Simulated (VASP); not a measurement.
Here is a VASP 6.6.1 calculation.

The input INCAR:

```
ALGO = Normal
EDIFF = 1E-6
ENCUT = 520
GGA = RP
ISIF = 2
ISMEAR = -1
LASPH = T
LCHARG = F
LREAL = F
LWAVE = F
NBANDS = 21
NELM = 60
PREC = Accurate
SIGMA = 0.1
```

KPOINTS

```
k-points
0
Gamma
  16 16 16
```

POSCAR

```
Ru
1.0
    0.0000000000      2.7437920177      2.7437920177
    2.7437920177      0.0000000000      2.7437920177
    2.7437920177      2.7437920177      0.0000000000
Ru
2
Direct
    0.1250000000      0.1250000000      0.1250000000
    0.8750000000      0.8750000000      0.8750000000
```

Potentials or basis: VASP PAW PBE potentials, release 64 (Ru_pv).

Run with:

```console
$ cat potpaw_PBE.64/Ru_pv/POTCAR > POTCAR
$ mpirun -np 1 vasp_std > vasp.out
```

(1) Predict the pressure.

(2) What does it give for the band gap on the k mesh?

## Answers

(1) 0.3 GPa.

(2) zero (band 14 reaches 7.26 eV, above the bottom of band 15 at 6.42 eV).

Caveat: the PAW data sets were made with another functional, which shifts forces and pressure a little.
